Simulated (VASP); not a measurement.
Wanted: the native input for a VASP 6.6.1 run.

```
Task                   : single point
Functional             : LDA
Potentials or basis    : VASP PAW LDA potentials, release 64 (Se)
Cutoff                 : 520 eV
k mesh                 : 9 × 9 × 6
Occupations            : fermi-dirac, width 0.03 eV
Spin                   : no spin polarisation
Dipole correction      : no
Further INCAR settings : ALGO = Normal; EDIFF = 1e-06; NBANDS = 16
```

The structure of Se lies in POSCAR:

```
Se
1.0
    3.9534579885      0.0000000000      0.0000000000
   -1.9767289943      3.4237950508      0.0000000000
    0.0000000000      0.0000000000      5.1205317866
Se
3
Direct
    0.2543546533      1.0000000000      0.3333333333
    1.0000000000      0.2543546533      0.6666666667
    0.7456453467      0.7456453467      1.0000000000
```

The input as run:

INCAR

```
SYSTEM = Se
ALGO     = Normal         ! electronic algorithm
EDIFF    = 1E-6           ! SCF threshold, eV
ENCUT    = 520            ! plane-wave cutoff, eV
ISIF     = 2              ! what is computed and relaxed
ISMEAR   = -1             ! smearing method
LASPH    = .TRUE.         ! aspherical terms in the spheres
LCHARG   = .FALSE.        ! write CHGCAR
LREAL    = .FALSE.        ! projectors in reciprocal space
LWAVE    = .FALSE.        ! write WAVECAR
NBANDS   = 16             ! bands
NELM     = 80             ! most SCF steps
PREC     = Accurate       ! precision mode
SIGMA    = 0.03           ! smearing width, eV
```

KPOINTS

```
k-points
0
G
  9 9 6
  0 0 0
```

Potentials or basis: VASP PAW LDA potentials, release 64 (Se).

Command:

```sh
$ cat potpaw_LDA.64/Se/POTCAR > POTCAR
$ mpirun -np 1 vasp_std > vasp.out
```

It gave:

| Quantity | Value |
| --- | --- |
| Pressure | 0.2 GPa |
| Largest force | 0.052 eV/Å |
| Band gap on the k mesh | 0.28 eV, direct |

Run time: 19 s on 1 thread of Intel(R) Xeon(R) 6975P-C (Granite Rapids), on a shared host, peak memory 0.18 GiB.
